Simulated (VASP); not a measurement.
Write the native input for VASP 6.6.1 that does the following.

```yaml
Task: single point
Functional: PBE
Potentials_or_basis: VASP PAW PBE potentials, release 64 (Ca_sv)
Cutoff: 500 eV
k_mesh: 6 × 6 × 6
Occupations: gaussian, width 0.1 eV
Spin: no spin polarisation
Dipole_correction: no
Further_INCAR_settings: ALGO = Normal; EDIFF = 1e-06; NBANDS = 11
```

The structure of Ca lies in POSCAR:

```
Ca
1.0
   -2.3294995349      2.3294995349      2.3294995349
    2.3294995349     -2.3294995349      2.3294995349
    2.3294995349      2.3294995349     -2.3294995349
Ca
1
Direct
    0.0000000000      0.0000000000      0.0000000000
```

This cell differs from its parent crystal: Ba replaced by Ca, lengths x 0.891, strained.

These files were run (other wordings do the same):

INCAR

```
SYSTEM = Ca
ALGO = Normal
EDIFF = 1E-6
ENCUT = 500
GGA = PE
GGA_COMPAT = .False.
ISIF = 2
ISMEAR = 0
LASPH = .True.
LCHARG = .False.
LREAL = .False.
LWAVE = .False.
NBANDS = 11
NELM = 120
PREC = Accurate
SIGMA = 0.1
```

KPOINTS

```
k-points
0
Gamma
  6 6 6
  0 0 0
```

Potentials or basis: VASP PAW PBE potentials, release 64 (Ca_sv).

Run with:

```sh
$ cat potpaw_PBE.64/Ca_sv/POTCAR > POTCAR
$ mpirun -np 1 vasp_std > vasp.out
```

Results of the run:

| Item | Value |
| --- | --- |
| Pressure | -2.2 GPa |
| Band gap on the k mesh | zero (band 5 reaches 1.55 eV, above the bottom of band 6 at 1.20 eV) |

Caveat: the cell differs from its parent crystal (Ba replaced by Ca, lengths x 0.891, strained).

Wall time 11 s on 1 thread of AMD EPYC 7R43 64-Core Processor (Zen 3), with other jobs on the host, peak memory 0.13 GiB.
